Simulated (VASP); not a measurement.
# Lu (P2_1/m) in VASP: further runs

Lu is run at these levels: PBEsol; tasks: single point.

All numbers are computed with VASP 6.6.1; they aren't measurements. Logs are shortened: lines on timing, memory, paths and dates and some standing lists are left out, and cuts for length are marked.

### Step 1. The cell of the first run

Symmetry: P2_1/m, No. 11, monoclinic system. The conventional cell has a = 3.503 Å, b = 5.551 Å, c = 3.503 Å, α = 90.00°, β = 120.00°, γ = 90.00°. Lu (site symmetry m) has 12 Lu at 3.35 to 3.60 Å within 4.4 Å.

### Step 2. Single point, PBEsol

Contents of INCAR:

```
  PREC = Accurate
  ENCUT = 520
  EDIFF = 1E-7
  ISMEAR = -1
  SIGMA = 0.05
  LREAL = F
  LASPH = T
  NELM = 80
  ALGO = Normal
  ISIF = 2
  LWAVE = F
  LCHARG = F
  GGA = PS
  NBANDS = 32
```

Contents of KPOINTS:

```
regular mesh
0
Gamma
  7 7 4
```

Contents of POSCAR:

```
Lu
1.0
    3.5031000000      0.0000000000      0.0000000000
   -1.7515500000      3.0337735920      0.0000000000
    0.0000000000      0.0000000000      5.5509000000
Lu
2
Direct
    0.4440429401      0.8155958001      0.2500000000
    1.0559571271      0.1844043344      0.7500000000
```

Potentials or basis: VASP PAW PBE potentials, release 64 (Lu).

Launch:

```sh
> cat potpaw_PBE.64/Lu/POTCAR > POTCAR
> mpirun -np 1 vasp_std > vasp.out
```

OUTCAR:

```text
PREC = Accurate
   ENCUT = 520
   EDIFF = 1E-7
   ISMEAR = -1
   LREAL = F
   LASPH = T
   NELM = 80
   ISIF = 2
   GGA = PS

 ion  position               nearest neighbor table
   1  0.444  0.816  0.250-   2 3.35   2 3.35   2 3.38   2 3.38   2 3.60   2 3.60
   2  0.056  0.184  0.750-   1 3.35   1 3.35   1 3.38   1 3.38   1 3.60   1 3.60

  LATTYP: Found a hexagonal cell.
 ALAT       =     3.5031000000
 C/A-ratio  =     1.5845679541

  Lattice vectors:

 A1 = (   3.5031000000,   0.0000000000,   0.0000000000)
 A2 = (  -1.7515500000,   3.0337735920,   0.0000000000)
 A3 = (   0.0000000000,   0.0000000000,   5.5509000000)

Analysis of symmetry for initial positions (statically):
=====================================================================
 Subroutine PRICEL returns:
 Original cell was already a primitive cell.

 Routine SETGRP: Setting up the symmetry group for a
 hexagonal supercell.

 Subroutine GETGRP returns: Found  4 space group operations
 (whereof  1 operations were pure point group operations)
 out of a pool of 24 trial point group operations.

The static configuration has the point symmetry C_1 .
 The point group associated with its full space group is C_2h.

Analysis of symmetry for dynamics (positions and initial velocities):
=====================================================================
 Subroutine PRICEL returns:
 Original cell was already a primitive cell.

 Routine SETGRP: Setting up the symmetry group for a
 hexagonal supercell.

 Subroutine GETGRP returns: Found  4 space group operations
 (whereof  1 operations were pure point group operations)
 out of a pool of 24 trial point group operations.

The dynamic configuration has the point symmetry C_1 .
 The point group associated with its full space group is C_2h.

 Subroutine INISYM returns: Found  4 space group operations
 (whereof  1 operations are pure point group operations),
 and found     1 'primitive' translations

----------------------------------------------------------------------------------------

                                     Primitive cell

  volume of cell :      58.9928

  direct lattice vectors                    reciprocal lattice vectors
     3.503100000  0.000000000  0.000000000     0.285461448  0.164811244  0.000000000
    -1.751550000  3.033773592  0.000000000     0.000000000  0.329622488  0.000000000
     0.000000000  0.000000000  5.550900000     0.000000000  0.000000000  0.180150967

[... 79 lines left out ...]
   LSORBIT =      F    spin-orbit coupling
   LASPH  =      T    aspherical Exc in radial PAW
   ENCUT  =  520.0 eV  38.22 Ry    6.18 a.u.   6.51  6.51 10.32*2*pi/ulx,y,z
   NELM   =     80;   NELMIN=  2; NELMDL= -5     # of ELM steps
   EDIFF  = 0.1E-06   stopping-criterion for ELM
   LREAL  =      F    real-space projection
   EDIFFG = 0.1E-05   stopping-criterion for IOM
   NSW    =      0    number of steps for IOM
   IBRION =     -1    ionic relax: 0-MD 1-quasi-New 2-CG
   NFREE  =      0    steps in history (QN), initial steepest desc. (CG)
   ISIF   =      2    stress and relaxation
   ISYM   =      2    0-nonsym 1-usesym 2-fastsym
   POTIM  = 0.5000    time-step for ionic-motion
   TEBEG  =    0.0;   TEEND  =   0.0 temperature during run
   PSTRESS=    0.0 pullay stress
   NELECT =      50.0000    total number of electrons
   NUPDOWN=      -1.0000    fix difference up-down
   EMIN   =  10.00;   EMAX   =-10.00  energy-range for DOS
   EFERMI =   0.00;   METHOD = LEGACY
   ISMEAR =    -1;   SIGMA  =   0.05  broadening in eV -4-tet -1-fermi 0-gaus
   EFERMI_NEDOS =   21; number of points for ismear=-14 and -15
   IALGO  =     38    algorithm
   IMIX   =      4    mixing-type and parameters
     AMIX     =   0.40;   BMIX     =  1.00
     AMIX_MAG =   1.60;   BMIX_MAG =  1.00
  volume/ion in A,a.u.               =      29.50       199.05
  Fermi-wavevector in a.u.,A,eV,Ry     =   1.549287  2.927727 32.657919  2.400289
  Thomas-Fermi vector in A             =   2.654115
   LORBIT       =      0    0 simple, 1 ext, 2 COOP (PROOUT), +10 PAW based schemes
   GGA     = PS    functional components
   LHFCALC =     F    Hartree Fock is set to
   AEXX    =    0.0000 exact exchange contribution
   IVDW    =     0    specifies the selected vdW correction
   LEPSILON=     F    determine dielectric tensor
   LRPA    =     F    only Hartree local field effects (RPA)
 non-spin polarized calculation
  energy-cutoff  :      520.00
  volume of cell :       58.99
 maximum number of plane-waves:      1640
 NGX is ok and might be reduce to    28
   NGX = 13   NGY = 13   NGZ = 21

 number of electron      49.9999992 magnetization

 Free energy of the ion-electron system (eV)
  ---------------------------------------------------
  ext. energy  EPLUGINS =         0.00000000
  ---------------------------------------------------
  free energy    TOTEN  =        -9.83050137 eV

  energy without entropy =       -9.80451798  energy(sigma->0) =       -9.81750967

 E-fermi :   2.0271     XC(G=0): -10.7108

 val. band max:        1.9739926958   @ k =   0.4286   0.1429   0.2500
 cond. band min:       2.0370166886   @ k =  -0.2857   0.4286  -0.2500
 fundamental gap:      0.0630239929
 Fermi energy:         2.0270935817

 k-point     1 :       0.0000    0.0000    0.0000
  band No.  band energies     occupation
      1     -54.1861      2.00000
      2     -54.1525      2.00000
      3     -25.1167      2.00000
      4     -24.7186      2.00000
      5     -24.6582      2.00000
      6     -24.6281      2.00000
[... 829 lines left out ...]
     31       7.3772      0.00000
     32       7.9205      0.00000

 [... further k-points ...]

------------------------ aborting loop because EDIFF is reached ----------------------------------------

  FORCE on cell =-STRESS in cart. coord.  units (eV):
  Direction    XX          YY          ZZ          XY          YZ          ZX
  --------------------------------------------------------------------------------------
  -------------------------------------------------------------------------------------
  Total       -1.1645449     -0.9277667     -1.2370206      0.2542093      0.0000000      0.0000000
  in kB      -31.6277088    -25.1970816    -33.5960644      6.9040340      0.0000000      0.0000000
  external PRESSURE =     -30.1402849 kB  Pullay stress =       0.0000000 kB

 VOLUME and BASIS-vectors are now :
 -----------------------------------------------------------------------------
  energy-cutoff  :      520.00
  volume of cell :       58.99
      direct lattice vectors                 reciprocal lattice vectors
     3.503100000  0.000000000  0.000000000     0.285461448  0.164811244  0.000000000
    -1.751550000  3.033773592  0.000000000     0.000000000  0.329622488  0.000000000
     0.000000000  0.000000000  5.550900000     0.000000000  0.000000000  0.180150967

 POSITION                                       TOTAL-FORCE (eV/Angst)
 -----------------------------------------------------------------------------------
      0.12697      2.47433      1.38773        -0.341724      0.124981      0.000000
     -0.12697      0.55944      4.16318         0.341724     -0.124981      0.000000
 -----------------------------------------------------------------------------------
    total drift:                               -0.000000     -0.000000      0.000000

  FREE ENERGIE OF THE ION-ELECTRON SYSTEM (eV)
  ---------------------------------------------------
  free  energy   TOTEN  =        -9.8305013722 eV

  energy  without entropy=       -9.8045179764  energy(sigma->0) =       -9.81750967
```

It took 2.7 min on 1 thread of Intel Xeon Platinum 8259CL at 2.50GHz (Skylake/Cascade Lake), shared host; peak memory 0.26 GiB.

Results:

```yaml
Free_energy: -9.8305 eV
Pressure: -3.0 GPa
Largest_force: 0.364 eV/Å
Band_gap_on_the_k_mesh: zero (bands 25 and 26 overlap by 1.63 eV)
```

Forces on the atoms (eV/Å):
```
Lu  -0.342  0.125  0.000
Lu   0.342 -0.125  0.000
```

Stress tensor (GPa, compression positive):
```
-3.16  0.69  0.00
 0.69 -2.52  0.00
 0.00  0.00 -3.36
```

Levels at points of the mesh, in eV from the Fermi level:
| k point | band 22 | band 23 | band 24 | band 25 | band 26 | band 27 | band 28 | band 29 |
| --- | --- | --- | --- | --- | --- | --- | --- | --- |
| (0.00, 0.00, 0.00) | -4.86 | -4.86 | -2.42 | 0.56 | 2.06 | 2.06 | 2.35 | 2.99 |
| (0.00, 0.00, 0.50) | -4.86 | -4.37 | -4.37 | 1.12 | 1.12 | 2.08 | 2.08 | 2.24 |

Caveat: the cell stands under tension; the PAW data sets were made with another functional, which shifts forces and pressure a little; spin-orbit coupling is left out, which moves the levels of the heavy elements.

[end of part 1 of 2]
